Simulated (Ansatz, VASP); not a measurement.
## Fe2Co: VASP beside Ansatz

```xyz
3
Lattice="0.0000 2.0200 6.0310 1.4192 0.0000 6.0310 1.4192 2.0200 0.0000" Properties=species:S:1:pos:R:3 pbc="T T T"
Fe    1.4192    2.0200    8.0308
Fe    1.4192    2.0200    4.0313
Co    0.0000    0.0000    0.0000
```

Alike in both runs: task single point; functional PBE; k mesh 8 × 8 × 8; occupations gaussian, width 0.1 eV; collinear spin.

|  | VASP | Ansatz |
| --- | --- | --- |
| version | VASP 6.6.1 | Ansatz 0.2.0 |
| potentials or method | VASP PAW PBE potentials, release 64 (Fe, Co), cutoff 520 eV | scalar-relativistic, plane waves, PAW |
| valence electrons in the cell | 25 | 49 |

```csv
,VASP,Ansatz,Ansatz less VASP
gap on the k mesh at the Fermi level (eV),none,none,-
pressure (GPa),-0.5,-0.1,+0.36
"traceless stress, the component that is largest in VASP (GPa)",0.32,0.19,-0.130
rms of the force components (eV/Å),0.006,0.004,-0.0016
net moment per atom (μB),2.28,2.28,+0.001
size of the moment on the site where the two differ most (μB),1.80,1.88,+0.079
```

Site moments also hang on the region over which each program counts them. Atom by atom the forces differ by 0.002 eV/Å (rms over components). A gap of «none» marks a metal or a gap that the smearing closes. VASP's potentials hold 25 valence electrons a cell and Ansatz's 49, so a difference there can come from the potentials and not from the codes.
